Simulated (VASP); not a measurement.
## Te2Mo: single point with RPBE+D4

The system is Te2Mo.

```
Te Mo
1.0
     6.31149    0.00000   -0.13492
     0.00000    3.45108    0.00000
    -0.86183    0.00000   13.04966
Te Mo
8 4
Direct
  0.04933 0.50000 0.39082
  0.95069 0.00000 0.60918
  0.55319 0.00000 0.34275
  0.44682 0.50000 0.65725
  0.10113 0.00000 0.15805
  0.89886 0.50000 0.84195
  0.59256 0.50000 0.10896
  0.40742 0.00000 0.89104
  0.31851 0.00000 0.50582
  0.68150 0.50000 0.49418
  0.18391 0.50000 0.00792
  0.81608 0.00000 0.99208
```

```json
{
 "Program": "VASP 6.6.1",
 "Task": "single point",
 "Functional": "RPBE",
 "Dispersion": "D4",
 "Potentials or basis": "VASP PAW PBE potentials, release 64 (Te, Mo_sv)",
 "Cutoff": "520 eV",
 "k mesh": "3 × 6 × 2",
 "Occupations": "fermi-dirac, width 0.05 eV",
 "Spin": "no spin polarisation",
 "Dipole correction": "no",
 "Further INCAR settings": "ALGO = Normal; EDIFF = 1e-06; NBANDS = 64"
}
```

| Property | Result |
| --- | --- |
| Pressure | -0.1 GPa |
| Largest force | 0.016 eV/Å |
| Band gap on the k mesh | zero (bands 52 and 53 overlap by 0.35 eV) |
| Dispersion energy per atom | -1.112 eV |

Forces on the atoms (eV/Å):
```
Te   0.001  0.000  0.001
Te  -0.001  0.000 -0.001
Te  -0.001  0.000  0.003
Te   0.001  0.000 -0.004
Te  -0.003  0.000 -0.002
Te   0.003  0.000  0.002
Te   0.000  0.000  0.002
Te   0.000  0.000 -0.002
Mo  -0.015  0.000 -0.004
Mo   0.015  0.000  0.004
Mo   0.016  0.000 -0.002
Mo  -0.016  0.000  0.002
```

Levels at points of the mesh, in eV from the Fermi level:
```
           k point  band 49  band 50  band 51  band 52  band 53  band 54  band 55  band 56
(0.00, 0.00, 0.00)    -0.32    -0.28     0.13     0.35     0.51     0.67     0.74     0.93
(0.00, 0.50, 0.00)    -1.62    -1.62    -1.43    -1.43     0.89     0.89     1.16     1.16
(0.00, 0.00, 0.50)    -0.14    -0.12     0.14     0.32     0.38     0.51     0.79     0.90
(0.00, 0.50, 0.50)    -1.65    -1.65    -1.47    -1.47     0.83     0.83     1.18     1.18
```

Wall time 3.6 min on 1 thread of Intel(R) Xeon(R) 6975P-C (Granite Rapids) (shared host), peak memory 0.46 GiB.

Caveat: the PAW data sets were made with another functional, which shifts forces and pressure a little; spin-orbit coupling is left out, which moves the levels of the heavy elements.
